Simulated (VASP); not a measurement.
Wanted: the native input for a VASP 6.6.1 run.

| Quantity | Value |
| --- | --- |
| Task | single point |
| Functional | RPBE |
| Dispersion | D4 |
| Potentials or basis | VASP PAW PBE potentials, release 64 (Ca_sv, O) |
| Cutoff | 520 eV |
| k mesh | 10 × 10 × 10 |
| Occupations | fermi-dirac, width 0.05 eV |
| Spin | no spin polarisation |
| Dipole correction | no |
| Further INCAR settings | ALGO = Normal; EDIFF = 1e-06; NBANDS = 15 |

The structure of CaO lies in POSCAR:

```
CaO
1.0
    0.0000000000      2.4137703343      2.4137703343
    2.4137703343      0.0000000000      2.4137703343
    2.4137703343      2.4137703343      0.0000000000
Ca O
1 1
Direct
    0.0000000000      0.0000000000      0.0000000000
    0.5000000000      0.5000000000      0.5000000000
```

These files were run (other wordings do the same):

INCAR

```
ALGO     = Normal         # electronic algorithm
EDIFF    = 1E-6           # SCF threshold, eV
ENCUT    = 520            # plane-wave cutoff, eV
GGA      = RP             # functional
ISIF     = 2              # what is computed and relaxed
ISMEAR   = -1             # smearing method
IVDW     = 13             # dispersion correction
LASPH    = True           # aspherical terms in the spheres
LCHARG   = False          # write CHGCAR
LREAL    = False          # projectors in reciprocal space
LWAVE    = False          # write WAVECAR
NBANDS   = 15             # bands
NELM     = 60             # most SCF steps
PREC     = Accurate       # precision mode
SIGMA    = 0.05           # smearing width, eV
```

KPOINTS

```
k-points
0
Gamma
  10 10 10
```

Potentials or basis: VASP PAW PBE potentials, release 64 (Ca_sv, O).

The run is started by

```sh
$ cat potpaw_PBE.64/Ca_sv/POTCAR potpaw_PBE.64/O/POTCAR > POTCAR
$ mpirun -np 1 vasp_std > vasp.out
```

Results of the run:

```
Pressure                   : 0.6 GPa
Band gap on the k mesh     : 3.75 eV (least direct gap 4.12 eV)
Dispersion energy per atom : -0.318 eV
```

Caveat: the PAW data sets were made with another functional, which shifts forces and pressure a little.

It took 32 s on 1 thread of Intel Xeon 8259CL, with other jobs on the host, peak memory 0.17 GiB.
